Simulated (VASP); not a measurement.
Set up this calculation in VASP 6.6.1, as the native input.

```
Task                   : single point
Functional             : PBE
Potentials or basis    : VASP PAW PBE potentials, release 64 (Zn, F)
Cutoff                 : 600 eV
k mesh                 : 4 × 4 × 6
Occupations            : gaussian, width 0.01 eV
Spin                   : no spin polarisation
Dipole correction      : no
Further INCAR settings : ALGO = Normal; EDIFF = 1e-06; NBANDS = 35
```

The structure of ZnF2 lies in POSCAR:

```
ZnF2
1.0
    4.7819415795      0.0000000000      0.0000000000
    0.0000000000      4.7819415795      0.0000000000
    0.0000000000      0.0000000000      3.1851829030
Zn F
2 4
Direct
    0.0000000000      0.0000000000      0.0000000000
    0.5000000000      0.5000000000      0.5000000000
    0.3024000000      0.3024000000      0.0000000000
    0.1976000000      0.8024000000      0.5000000000
    0.6976000000      0.6976000000      0.0000000000
    0.8024000000      0.1976000000      0.5000000000
```

The input as run:

INCAR

```
SYSTEM = ZnF2
PREC = Accurate
ENCUT = 600
EDIFF = 1E-6
ISMEAR = 0
SIGMA = 0.01
LREAL = .False.
LASPH = .True.
NELM = 120
ALGO = Normal
ISIF = 2
LWAVE = .False.
LCHARG = .False.
GGA = PE
NBANDS = 35
GGA_COMPAT = .False.
```

KPOINTS

```
regular mesh
0
Gamma
  4 4 6
  0 0 0
```

Potentials or basis: VASP PAW PBE potentials, release 64 (Zn, F).

Run with:

```bash
$ cat potpaw_PBE.64/Zn/POTCAR potpaw_PBE.64/F/POTCAR > POTCAR
$ mpirun -np 1 vasp_std > vasp.out
```

It gave:

```json
{
 "Pressure": "0.6 GPa",
 "Largest force": "0.076 eV/Å",
 "Band gap on the k mesh": "3.39 eV, direct"
}
```

Wall time 44 s on 1 thread of Intel(R) Xeon(R) Platinum 8559C (Emerald Rapids), with other jobs on the host, peak memory 0.22 GiB.
